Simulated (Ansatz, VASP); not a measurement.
# Ir in VASP and in Ansatz

```
CELL_PARAMETERS angstrom
0.00000 1.93533 1.93533
1.93533 0.00000 1.93533
1.93533 1.93533 0.00000
ATOMIC_POSITIONS crystal
Ir 0.00000 0.00000 0.00000
```

Alike in both runs: functional PBE; k mesh 18 × 18 × 18; occupations gaussian, width 0.1 eV; no spin polarisation.

Ansatz relaxed the structure, and its values are those at the end. VASP's run is a single point on that final structure, the one shown.

```csv
,VASP,Ansatz
version,VASP 6.6.1,Ansatz 0.2.0
potentials or method,"VASP PAW PBE potentials, release 64 (Ir), cutoff 520 eV","scalar-relativistic, plane waves, PAW"
valence electrons in the cell,9,17
```

```csv
,VASP,Ansatz,Ansatz less VASP
gap on the k mesh at the Fermi level (eV),none,none,-
pressure (GPa),0.5,0.0,-0.50
```

A gap of «none» marks a metal or a gap that the smearing closes. The functional is the same, so the differences come from potentials, cutoffs and numerics. VASP's potentials hold 9 valence electrons a cell and Ansatz's 17, so a difference there can come from the potentials and not from the codes.

Spin-orbit coupling is off throughout.
